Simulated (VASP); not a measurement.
A run of VASP 6.6.1:

INCAR

```
SYSTEM = Ga2PN
PREC = Accurate ; ENCUT = 520
EDIFF = 1E-7 ; ISMEAR = -1
SIGMA = 0.02 ; LREAL = .False.
LASPH = .True. ; NELM = 100
ALGO = Normal ; ISIF = 2
LWAVE = .False. ; LCHARG = .False.
GGA = PE ; NBANDS = 26
```

File KPOINTS:

```
Automatic mesh
0
Gamma
  8 8 6
  0 0 0
```

File POSCAR:

```
Ga2PN
1.0
    3.3520942945      0.0000000000      0.0000000000
    0.0000000000      3.3520942945      0.0000000000
    0.0000000000      0.0000000000      4.7326784888
N Ga P
1 2 1
Direct
    0.0000000000      0.0000000000      0.0000000000
    0.0000000000      0.0000000000      0.5000000000
    0.5000000000      0.5000000000      0.0000000000
    0.5000000000      0.5000000000      0.5000000000
```

Potentials or basis: VASP PAW PBE potentials, release 64 (N, Ga_d, P).

Run with:

```bash
$ cat potpaw_PBE.64/N/POTCAR potpaw_PBE.64/Ga_d/POTCAR potpaw_PBE.64/P/POTCAR > POTCAR
$ mpirun -np 1 vasp_std > vasp.out
```

Hardware: 1 thread of Intel(R) Xeon(R) 6975P-C (Granite Rapids) (shared host).

Problem. How long does it take, and how much memory?

Solution. Wall time 46 s on 1 thread of Intel(R) Xeon(R) 6975P-C (Granite Rapids), on a shared host, peak memory 0.22 GiB. Counts: scf iterations 15, k points 60.
